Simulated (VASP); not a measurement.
# NbSi (CsCl type) (Pm-3m) in VASP: notebook

The runs below take NbSi (CsCl type) through single point, with LDA.

Program: VASP 6.6.1. These are calculated values, not measurements. Logs are shortened: lines on timing, memory, paths and dates and some standing lists are left out, and cuts for length are marked.

### Step 1. The cell of the first run

It takes space group Pm-3m (No. 221, cubic). The conventional cell has a = 2.623 Å, b = 2.623 Å, c = 2.623 Å, α = 90.00°, β = 90.00°, γ = 90.00°. Nb (site symmetry m-3m) has 8 Si at 2.27 Å and 6 Nb at 2.62 Å within 3.0 Å. Si (site symmetry m-3m) has 8 Nb at 2.27 Å and 6 Si at 2.62 Å within 3.0 Å.

### Step 2. Single point, LDA (volume scaled by 0.6)

The input, INCAR:

```
PREC     = Accurate       # precision mode
ENCUT    = 520            # plane-wave cutoff, eV
EDIFF    = 1E-6           # SCF threshold, eV
ISMEAR   = -1             # smearing method
SIGMA    = 0.1            # smearing width, eV
LREAL    = False          # projectors in reciprocal space
LASPH    = True           # aspherical terms in the spheres
NELM     = 100            # most SCF steps
ALGO     = Normal         # electronic algorithm
ISIF     = 2              # what is computed and relaxed
LWAVE    = False          # write WAVECAR
LCHARG   = False          # write CHGCAR
NBANDS   = 16             # bands
```

The input, KPOINTS:

```
Automatic mesh
0
Gamma
  14 14 14
```

The input, POSCAR:

```
NbSi
1.0
    2.6230726146      0.0000000000      0.0000000000
    0.0000000000      2.6230726146      0.0000000000
    0.0000000000      0.0000000000      2.6230726146
Nb Si
1 1
Direct
    0.0000000000      0.0000000000      0.0000000000
    0.5000000000      0.5000000000      0.5000000000
```

Potentials or basis: VASP PAW LDA potentials, release 64 (Nb_sv, Si).

The run is started by

```console
$ cat potpaw_LDA.64/Nb_sv/POTCAR potpaw_LDA.64/Si/POTCAR > POTCAR
$ mpirun -np 1 vasp_std > vasp.out
```

OUTCAR:

```text
PREC = Accurate
   ENCUT = 520
   EDIFF = 1E-6
   ISMEAR = -1
   LREAL = False
   LASPH = True
   NELM = 100
   ISIF = 2

 ion  position               nearest neighbor table
   1  0.000  0.000  0.000-   2 2.27   2 2.27   2 2.27   2 2.27   2 2.27   2 2.27   2 2.27   2 2.27

   2  0.500  0.500  0.500-   1 2.27   1 2.27   1 2.27   1 2.27   1 2.27   1 2.27   1 2.27   1 2.27

  LATTYP: Found a simple cubic cell.
 ALAT       =     2.6230726146

  Lattice vectors:

 A1 = (   2.6230726146,   0.0000000000,   0.0000000000)
 A2 = (   0.0000000000,   2.6230726146,   0.0000000000)
 A3 = (   0.0000000000,   0.0000000000,   2.6230726146)

Analysis of symmetry for initial positions (statically):
=====================================================================
 Subroutine PRICEL returns:
 Original cell was already a primitive cell.

 Routine SETGRP: Setting up the symmetry group for a
 simple cubic supercell.

 Subroutine GETGRP returns: Found 48 space group operations
 (whereof 48 operations were pure point group operations)
 out of a pool of 48 trial point group operations.

The static configuration has the point symmetry O_h .

Analysis of symmetry for dynamics (positions and initial velocities):
=====================================================================
 Subroutine PRICEL returns:
 Original cell was already a primitive cell.

 Routine SETGRP: Setting up the symmetry group for a
 simple cubic supercell.

 Subroutine GETGRP returns: Found 48 space group operations
 (whereof 48 operations were pure point group operations)
 out of a pool of 48 trial point group operations.

The dynamic configuration has the point symmetry O_h .

 Subroutine INISYM returns: Found 48 space group operations
 (whereof 48 operations are pure point group operations),
 and found     1 'primitive' translations

----------------------------------------------------------------------------------------

                                     Primitive cell

  volume of cell :      18.0481

  direct lattice vectors                    reciprocal lattice vectors
     2.623072615  0.000000000  0.000000000     0.381232298  0.000000000  0.000000000
     0.000000000  2.623072615  0.000000000     0.000000000  0.381232298  0.000000000
     0.000000000  0.000000000  2.623072615     0.000000000  0.000000000  0.381232298

  length of vectors
     2.623072615  2.623072615  2.623072615     0.381232298  0.381232298  0.381232298

  position of ions in fractional coordinates (direct lattice)
     0.000000000  0.000000000  0.000000000
     0.500000000  0.500000000  0.500000000

  ion indices of the primitive-cell ions
   primitive index   ion index
                 1           1
                 2           2

----------------------------------------------------------------------------------------

 KPOINTS: Automatic mesh

Automatic generation of k-mesh.
 Grid dimensions read from file:
 generate k-points for:   14   14   14

 Generating k-lattice:

  Cartesian coordinates                     Fractional coordinates (reciprocal lattice)
     0.027230878  0.000000000  0.000000000     0.071428571  0.000000000  0.000000000
     0.000000000  0.027230878  0.000000000     0.000000000  0.071428571  0.000000000
     0.000000000  0.000000000  0.027230878     0.000000000  0.000000000  0.071428571

  Length of vectors
     0.027230878  0.027230878  0.027230878

  Shift w.r.t. Gamma in fractional coordinates (k-lattice)
     0.000000000  0.000000000  0.000000000

 Subroutine IBZKPT returns following result:
 ===========================================

 Found    120 irreducible k-points:

 Following reciprocal coordinates:
            Coordinates               Weight
  0.000000  0.000000  0.000000      1.000000
  0.071429  0.000000  0.000000      6.000000
  0.142857  0.000000  0.000000      6.000000
  0.214286  0.000000  0.000000      6.000000
  0.285714  0.000000  0.000000      6.000000
  0.357143  0.000000  0.000000      6.000000
[... 16 lines left out ...]
  0.285714  0.214286  0.000000     24.000000
  0.357143  0.214286  0.000000     24.000000
 [... further k-points ...]
   k-points           NKPTS =    120   k-points in BZ     NKDIM =    120   number of bands    NBANDS=     16
   number of dos      NEDOS =    301   number of ions     NIONS =      2
   total plane-waves  NPLWV =   8000
   dimension x,y,z NGX =    20 NGY =   20 NGZ =   20
   dimension x,y,z NGXF=    40 NGYF=   40 NGZF=   40
   ions per type =               1   1
   NGX,Y,Z   is equivalent  to a cutoff of  12.68, 12.68, 12.68 a.u.
   NGXF,Y,Z  is equivalent  to a cutoff of  25.35, 25.35, 25.35 a.u.
 SYSTEM =  unknown system
   PREC   = accura    normal or accurate (medium, high low for compatibility)
   ISTART =      0    job   : 0-new  1-cont  2-samecut
   ICHARG =      2    charge: 1-file 2-atom 10-const
   ISPIN  =      1    spin polarized calculation?
   LNONCOLLINEAR =      F non collinear calculations
   LSORBIT =      F    spin-orbit coupling
   LASPH  =      T    aspherical Exc in radial PAW
   ENCUT  =  520.0 eV  38.22 Ry    6.18 a.u.   4.88  4.88  4.88*2*pi/ulx,y,z
   NELM   =    100;   NELMIN=  2; NELMDL= -5     # of ELM steps
   EDIFF  = 0.1E-05   stopping-criterion for ELM
   LREAL  =      F    real-space projection
   EDIFFG = 0.1E-04   stopping-criterion for IOM
   NSW    =      0    number of steps for IOM
   IBRION =     -1    ionic relax: 0-MD 1-quasi-New 2-CG
   NFREE  =      0    steps in history (QN), initial steepest desc. (CG)
   ISIF   =      2    stress and relaxation
   ISYM   =      2    0-nonsym 1-usesym 2-fastsym
   POTIM  = 0.5000    time-step for ionic-motion
   TEBEG  =    0.0;   TEEND  =   0.0 temperature during run
   PSTRESS=    0.0 pullay stress
   NELECT =      17.0000    total number of electrons
   NUPDOWN=      -1.0000    fix difference up-down
   EMIN   =  10.00;   EMAX   =-10.00  energy-range for DOS
   EFERMI =   0.00;   METHOD = LEGACY
   ISMEAR =    -1;   SIGMA  =   0.10  broadening in eV -4-tet -1-fermi 0-gaus
   EFERMI_NEDOS =   21; number of points for ismear=-14 and -15
   IALGO  =     38    algorithm
   IMIX   =      4    mixing-type and parameters
     AMIX     =   0.40;   BMIX     =  1.00
     AMIX_MAG =   1.60;   BMIX_MAG =  1.00
  volume/ion in A,a.u.               =       9.02        60.90
  Fermi-wavevector in a.u.,A,eV,Ry     =   1.604775  3.032585 35.039123  2.575303
  Thomas-Fermi vector in A             =   2.701226
   LORBIT       =      0    0 simple, 1 ext, 2 COOP (PROOUT), +10 PAW based schemes
   GGA     = CA    functional components
   LHFCALC =     F    Hartree Fock is set to
   AEXX    =    0.0000 exact exchange contribution
   IVDW    =     0    specifies the selected vdW correction
   LEPSILON=     F    determine dielectric tensor
   LRPA    =     F    only Hartree local field effects (RPA)
 non-spin polarized calculation
  energy-cutoff  :      520.00
  volume of cell :       18.05
 maximum number of plane-waves:       500
 NGX is ok and might be reduce to    20
   NGX =  9   NGY =  9   NGZ =  9

 number of electron      17.0000002 magnetization

 Free energy of the ion-electron system (eV)
  ---------------------------------------------------
  ext. energy  EPLUGINS =         0.00000000
  ---------------------------------------------------
  free energy    TOTEN  =       -11.26502207 eV

  energy without entropy =      -11.23467542  energy(sigma->0) =      -11.24984875

 E-fermi :  20.7731     XC(G=0): -15.0575

 val. band max:       20.7427510007   @ k =   0.5000   0.3571   0.0000
 cond. band min:      20.7889766682   @ k =   0.2143   0.2143   0.0000
 fundamental gap:      0.0462256675
 Fermi energy:        20.7731158762

 k-point     1 :       0.0000    0.0000    0.0000
  band No.  band energies     occupation
      1     -33.2807      2.00000
      2      -8.7801      2.00000
      3      -8.7801      2.00000
      4      -8.7801      2.00000
      5       6.8623      2.00000
      6      14.4667      2.00000
[... 8 lines left out ...]
     15      33.8091      0.00000
     16      39.8890      0.00000

 k-point     2 :       0.0714    0.0000    0.0000
  band No.  band energies     occupation
      1     -33.2635      2.00000
      2      -8.9344      2.00000
      3      -8.7670      2.00000
      4      -8.7670      2.00000
      5       7.0484      2.00000
      6      14.5493      2.00000
[... 8 lines left out ...]
     15      34.1263      0.00000
     16      40.1110      0.00000

 k-point     3 :       0.1429    0.0000    0.0000
  band No.  band energies     occupation
      1     -33.2148      2.00000
      2      -9.3496      2.00000
      3      -8.7298      2.00000
      4      -8.7298      2.00000
      5       7.5651      2.00000
      6      14.7923      2.00000
[... 8 lines left out ...]
     15      34.8529      0.00000
     16      40.5255      0.00000

 k-point     4 :       0.2143    0.0000    0.0000
  band No.  band energies     occupation
      1     -33.1435      2.00000
      2      -9.9114      2.00000
      3      -8.6756      2.00000
      4      -8.6756      2.00000
      5       8.3201      2.00000
      6      15.1799      2.00000
[... 8 lines left out ...]
     15      35.6000      0.00000
     16      40.2978      0.00000
[... 324 lines left out ...]
 k-point    22 :       0.2143    0.2143    0.0000
  band No.  band energies     occupation
      1     -33.0108      2.00000
      2      -9.8432      2.00000
      3      -9.6616      2.00000
      4      -8.5713      2.00000
      5       9.4950      2.00000
      6      15.0610      2.00000
[... 8 lines left out ...]
     15      35.1246      0.00000
     16      36.5815      0.00000

 k-point    23 :       0.2857    0.2143    0.0000
  band No.  band energies     occupation
      1     -32.9328      2.00000
      2     -10.3218      2.00000
      3      -9.6477      2.00000
      4      -8.5105      2.00000
      5      10.1318      2.00000
      6      14.6221      2.00000
[... 8 lines left out ...]
     15      36.0023      0.00000
     16      36.3251      0.00000

 k-point    24 :       0.3571    0.2143    0.0000
  band No.  band energies     occupation
      1     -32.8613      2.00000
      2     -10.7885      2.00000
      3      -9.5701      2.00000
      4      -8.4550      2.00000
      5      10.7173      2.00000
      6      14.0938      2.00000
[... 8 lines left out ...]
     15      35.9000      0.00000
     16      36.4723      0.00000

 [... further k-points ...]
[... 5 lines left out ...]
  --------------------------------------------------------------------------------------
  -------------------------------------------------------------------------------------
  Total       29.4673682     29.4673682     29.4673682     -0.0000000      0.0000000      0.0000000
  in kB     2615.8991201   2615.8991201   2615.8991201     -0.0000000      0.0000000      0.0000000
  external PRESSURE =    2615.8991201 kB  Pullay stress =       0.0000000 kB

 VOLUME and BASIS-vectors are now :
 -----------------------------------------------------------------------------
  energy-cutoff  :      520.00
  volume of cell :       18.05
      direct lattice vectors                 reciprocal lattice vectors
     2.623072615  0.000000000  0.000000000     0.381232298  0.000000000  0.000000000
     0.000000000  2.623072615  0.000000000     0.000000000  0.381232298  0.000000000
     0.000000000  0.000000000  2.623072615     0.000000000  0.000000000  0.381232298

 POSITION                                       TOTAL-FORCE (eV/Angst)
 -----------------------------------------------------------------------------------
      0.00000      0.00000      0.00000         0.000000      0.000000      0.000000
      1.31154      1.31154      1.31154         0.000000      0.000000      0.000000
 -----------------------------------------------------------------------------------
    total drift:                                0.000000      0.000000      0.000000

  FREE ENERGIE OF THE ION-ELECTRON SYSTEM (eV)
  ---------------------------------------------------
  free  energy   TOTEN  =       -11.2650220713 eV

  energy  without entropy=      -11.2346754202  energy(sigma->0) =      -11.24984875
```

Wall time 39 s (1 thread of Intel Xeon 8259CL, shared host); peak memory 0.14 GiB.

What came out:

```
Free energy : -11.2650 eV
Pressure    : 261.6 GPa
```

Levels at points of the mesh, in eV from the Fermi level:
```
           k point  band 7  band 8  band 9  band 10  band 11  band 12
(0.00, 0.00, 0.00)   -6.31    3.60    3.60     3.60     4.93     4.93
(0.50, 0.00, 0.00)   -3.92   -2.38   -2.38     3.49     4.89     8.23
(0.50, 0.50, 0.00)   -2.52   -2.52   -0.71    -0.71     7.25     8.09
(0.50, 0.50, 0.50)   -9.28   -2.36    7.54     7.54     7.54     8.50
```

[end of part 1 of 2]
